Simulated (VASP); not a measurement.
Crystal: BaS.

```
Ba S
1.0
     0.00000    3.44757    3.44757
     3.44757    0.00000    3.44757
     3.44757    3.44757    0.00000
Ba S
1 1
Direct
  0.00000 0.00000 0.00000
  0.25000 0.25000 0.25000
```

This cell differs from its parent crystal: volume changed by -6%.

Base run:

- Program: VASP 6.6.1
- Functional: r2SCAN
- Potentials or basis: VASP PAW PBE potentials, release 64 (Ba_sv, S)
- Cutoff: 520 eV
- k mesh: 6 × 6 × 6
- Occupations: gaussian, width 0.01 eV
- Spin: no spin polarisation

Its results: band gap on the k mesh 3.17 eV, indirect (least direct gap 3.69 eV); pressure 2.5 GPa.

Q: The run is repeated on the same cell with these changes: functional from r2SCAN to PBE; further incar settings from ALGO = Normal; EDIFF = 1e-07; NBANDS = 15 to ALGO = Normal; EDIFF = 1e-06; NBANDS = 15. What comes out?

A: Band gap on the k mesh 2.85 eV, indirect (least direct gap 3.43 eV); pressure 2.4 GPa.

Caveats: spin-orbit coupling is left out, which moves the levels of the heavy elements; the PAW data sets were made with another functional, which shifts forces and pressure a little (some runs).

A k mesh can miss the band edges.
